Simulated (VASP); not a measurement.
Runs of VASP 6.6.1 on Zr. The structure is that of space group P6/mmm (No. 191), or close to it. The cells are those of the table. 

```tsv
cell	k mesh	gap on the mesh (eV)	pressure (GPa)
a = 5.106, b = 5.106, c = 3.188 Å, angles 90.0, 90.0, 120.0°, 3 atoms	8 × 8 × 11	none	-6.7
a = 4.769, b = 4.769, c = 2.978 Å, angles 90.0, 90.0, 120.0°, 3 atoms	8 × 8 × 11	none	16.3
a = 5.168, b = 5.168, c = 3.227 Å, angles 90.0, 90.0, 120.0°, 3 atoms	8 × 8 × 11	none	(a)
a = 4.909, b = 4.909, c = 3.065 Å, angles 90.0, 90.0, 120.0°, 3 atoms	8 × 8 × 11	none	4.6
a = 4.976, b = 4.976, c = 3.107 Å, angles 90.0, 90.0, 120.0°, 3 atoms	8 × 8 × 11	none	0.1
a = 4.976, b = 4.976, c = 3.107 Å, angles 90.0, 90.0, 120.0°, 3 atoms	7 × 7 × 10	none	0.1
a = 5.042, b = 5.042, c = 3.148 Å, angles 90.0, 90.0, 120.0°, 3 atoms	8 × 8 × 11	none	(b)
a = 4.976, b = 4.976, c = 3.107 Å, angles 90.0, 90.0, 120.0°, 3 atoms	10 × 10 × 13	none	0.1
```

Alike in all rows: task single point; level PBEsol; potentials or basis VASP PAW PBE potentials, release 64 (Zr_sv); no spin polarisation; cutoff (eV) 520; smearing fermi-dirac 0.1 eV.

Task: Estimate the missing entries.

Result: (a) -9.3; (b) -3.6.

Caveats: the PAW data sets were made with another functional, which shifts forces and pressure a little.

A k mesh can miss the band edges, and the runs leave out spin-orbit coupling on Zr.

A gap of «none» marks levels without a gap at the run's occupations.
